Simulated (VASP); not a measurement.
Ta3H, 4 atoms in the cell. It takes space group I4/mmm (No. 139, tetragonal). The conventional cell has a = 3.885 Å, b = 3.885 Å, c = 7.851 Å, α = 90.00°, β = 90.00°, γ = 90.00°. Ta (site symmetry -4m2) has 8 Ta at 2.75 to 2.76 Å and 4 H at 2.76 Å within 3.6 Å. Ta (site symmetry 4/mmm) has 4 H at 2.75 Å and 8 Ta at 2.76 Å within 3.6 Å. H (site symmetry 4/mmm) has 12 Ta at 2.75 to 2.76 Å within 3.6 Å. 

```yaml
Program: VASP 6.6.1
Task: single point
Functional: PBE
Potentials_or_basis: VASP PAW PBE potentials, release 64 (Ta_pv, H)
Cutoff: 520 eV
k_mesh: 6 × 6 × 6
Occupations: gaussian, width 0.1 eV
Spin: no spin polarisation
Dipole_correction: no
Further_INCAR_settings: ALGO = Normal; EDIFF = 1e-07; NBANDS = 25
```

Potentials or basis: VASP PAW PBE potentials, release 64 (Ta_pv, H).

Launch:

```sh
$ cat potpaw_PBE.64/Ta_pv/POTCAR potpaw_PBE.64/H/POTCAR > POTCAR
$ mpirun -np 1 vasp_std > vasp.out
```

Hardware: 1 thread of Intel Xeon 8259CL, with other jobs on the host.

How long does it take, and how much memory?

Run time: 78 s on 1 thread of Intel Xeon 8259CL (shared host), peak memory 0.22 GiB. Counts: scf iterations 14, k points 30.
